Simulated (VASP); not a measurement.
A run of VASP 6.6.1 is set up as follows.

POSCAR

```
TaN
1.0
    0.0000000000      2.1420606605      2.1420606605
    2.1420606605      0.0000000000      2.1420606605
    2.1420606605      2.1420606605      0.0000000000
Ta N
1 1
Direct
    0.5000000000      0.5000000000      0.5000000000
    0.0000000000      0.0000000000      0.0000000000
```

File INCAR.step1:

```
  PREC = Accurate
  ENCUT = 520
  ISMEAR = 1
  SIGMA = 0.1
  LREAL = F
  LASPH = T
  NELM = 100
  NBANDS = 15
  GGA = PE
  ALGO = Normal
  EDIFF = 1E-4
  LWAVE = T
  LCHARG = F
```

INCAR.step2

```
  PREC = Accurate
  ENCUT = 520
  EDIFF = 1E-6
  ISMEAR = 1
  SIGMA = 0.1
  LREAL = F
  LASPH = T
  NELM = 100
  ALGO = Normal
  ISIF = 2
  LWAVE = F
  LCHARG = T
  METAGGA = R2SCAN
  LMIXTAU = T
  LELF = T
  LVHAR = T
  NBANDS = 15
  ISTART = 1
```

Contents of KPOINTS:

```
regular mesh
0
Gamma
  11 11 11
```

Potentials or basis: VASP PAW PBE potentials, release 64 (Ta_pv, N).

Run with:

```sh
$ cat potpaw_PBE.64/Ta_pv/POTCAR potpaw_PBE.64/N/POTCAR > POTCAR
$ cp INCAR.step1 INCAR
$ mpirun -np 1 vasp_std > vasp.out
$ cp INCAR.step2 INCAR
$ mpirun -np 1 vasp_std > vasp.out
```

(1) Estimate the band gap on the k mesh.

(2) Estimate the pressure.

Results:

(1) zero (band 8 reaches 12.49 eV, above the bottom of band 9 at 8.13 eV).

(2) 34.9 GPa.

Caveat: the PAW data sets were made with another functional, which shifts forces and pressure a little; spin-orbit coupling is left out, which moves the levels of the heavy elements.
